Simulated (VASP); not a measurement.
## CdSe: single point with RPBE

The system is CdSe.

```
Cd Se
1.0
     0.00000    3.04966    3.04966
     3.04966    0.00000    3.04966
     3.04966    3.04966    0.00000
Cd Se
1 1
Direct
  0.00000 0.00000 0.00000
  0.25000 0.25000 0.25000
```

```json
{
 "Program": "VASP 6.6.1",
 "Task": "single point",
 "Functional": "RPBE",
 "Potentials or basis": "VASP PAW PBE potentials, release 64 (Cd, Se)",
 "Cutoff": "520 eV",
 "k mesh": "8 × 8 × 8",
 "Occupations": "fermi-dirac, width 0.05 eV",
 "Spin": "no spin polarisation",
 "Dipole correction": "no",
 "Further INCAR settings": "ALGO = Normal; EDIFF = 1e-06; NBANDS = 16"
}
```

```yaml
Pressure: 4.6 GPa
Band_gap_on_the_k_mesh: 0.77 eV, direct
```

Levels at points of the mesh, in eV from the valence-band top:
```
           k point  band 7  band 8  band 9  band 10  band 11  band 12
(0.00, 0.00, 0.00)    0.00    0.00    0.00     0.77     6.01     6.01
(0.50, 0.00, 0.00)   -4.28   -0.73   -0.73     2.52     6.53     6.53
(0.50, 0.50, 0.00)   -4.00   -1.80   -1.80     3.33     3.85     9.28
```

Wall time 44 s on 1 thread of AMD EPYC 7R13 (shared host), peak memory 0.16 GiB.

Caveat: the PAW data sets were made with another functional, which shifts forces and pressure a little. Expect the measured gap to be larger: semilocal functionals such as RPBE lack the derivative discontinuity.
